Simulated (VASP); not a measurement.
Here is a VASP 6.6.1 calculation.

File POSCAR:

```
Re
1.0
    2.7598270443      0.0000000000      0.0000000000
   -1.3799135221      2.3900803304      0.0000000000
    0.0000000000      0.0000000000      4.4572270891
Re
2
Direct
    0.3333333333      0.6666666667      0.2500000000
    0.6666666667      0.3333333333      0.7500000000
```

The input INCAR.step1:

```
SYSTEM = Re
PREC = Accurate
ENCUT = 520
ISMEAR = -1
SIGMA = 0.1
LREAL = .FALSE.
LASPH = .TRUE.
NELM = 80
NBANDS = 14
GGA = PE
ALGO = Normal
EDIFF = 1E-4
LWAVE = .TRUE.
LCHARG = .FALSE.
```

The input INCAR.step2:

```
SYSTEM = Re
PREC = Accurate
ENCUT = 520
EDIFF = 1E-7
ISMEAR = -1
SIGMA = 0.1
LREAL = .FALSE.
LASPH = .TRUE.
NELM = 80
ALGO = Normal
ISIF = 2
LWAVE = .FALSE.
LCHARG = .FALSE.
METAGGA = R2SCAN
LMIXTAU = .TRUE.
NBANDS = 14
ISTART = 1
```

File KPOINTS:

```
Automatic mesh
0
G
  13 13 7
  0 0 0
```

Potentials or basis: VASP PAW PBE potentials, release 64 (Re).

Launch:

```console
$ cat potpaw_PBE.64/Re/POTCAR > POTCAR
$ cp INCAR.step1 INCAR
$ mpirun -np 1 vasp_std > vasp.out
$ cp INCAR.step2 INCAR
$ mpirun -np 1 vasp_std > vasp.out
```

What does it give for the pressure?

0.1 GPa.

Predict the band gap on the k mesh.

zero (band 7 reaches 8.87 eV, above the bottom of band 8 at 6.07 eV).

Stress tensor (GPa, compression positive):
```
 0.09  0.00  0.00
 0.00  0.09  0.00
 0.00  0.00 -0.02
```

Caveat: the PAW data sets were made with another functional, which shifts forces and pressure a little; spin-orbit coupling is left out, which moves the levels of the heavy elements.
